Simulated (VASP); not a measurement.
**HPbNO4: single point with PBE**

HPbNO4:

```
H Pb N O
1.0
     4.19923    0.11117    0.16817
     1.91600    3.89132    0.12568
     1.76085    1.25259    6.37266
H Pb N O
1 1 1 4
Direct
  0.88037 0.67082 0.63301
  0.14317 0.91735 0.88723
  0.26542 0.29401 0.30168
  0.83886 0.64335 0.78096
  0.38074 0.20999 0.11302
  0.30953 0.04677 0.45795
  0.06671 0.60292 0.32096
```

This cell differs from its parent crystal: atoms moved at random.

```
Program             : VASP 6.6.1
Task                : single point
Functional          : PBE
Potentials or basis : VASP PAW PBE potentials, release 64 (H, Pb_d, N, O)
Cutoff              : 520 eV
k mesh              : 7 × 7 × 5
Occupations         : fermi-dirac, width 0.05 eV
Spin                : no spin polarisation
```

```yaml
Pressure: 2.9 GPa
Largest_force: 2.633 eV/Å
Band_gap_on_the_k_mesh: 2.79 eV (least direct gap 2.80 eV)
```

Forces on the atoms (eV/Å):
```
H    0.040 -0.137 -2.547
Pb   0.005  0.025 -0.070
N   -1.629 -1.774 -1.062
O   -0.085  0.183  2.615
O    0.659  0.697  0.102
O    0.649 -0.963  1.253
O    0.363  1.969 -0.291
```

Stress tensor (GPa, compression positive):
```
-0.60 -0.67  0.13
-0.67  3.83 -2.10
 0.13 -2.10  5.53
```

Levels at points of the mesh, in eV from the valence-band top:
```csv
k point,band 19,band 20,band 21,band 22,band 23,band 24,band 25,band 26
"(0.00, 0.00, 0.00)",-1.92,-1.51,-1.29,-0.69,3.45,4.33,5.48,6.29
```

It took 4.3 min on 1 thread of Intel(R) Xeon(R) Platinum 8488C (Sapphire Rapids) (shared host), peak memory 0.47 GiB.

Caveat: the cell differs from its parent crystal (atoms moved at random); the standard files for N, O and F lose accuracy on very short bonds; spin-orbit coupling is left out, which moves the levels of the heavy elements; an odd mesh through Γ misses points on the zone boundary, where band edges can lie; forces of over 1 eV/Å act on the atoms, so gaps and moduli don't describe the material at rest.
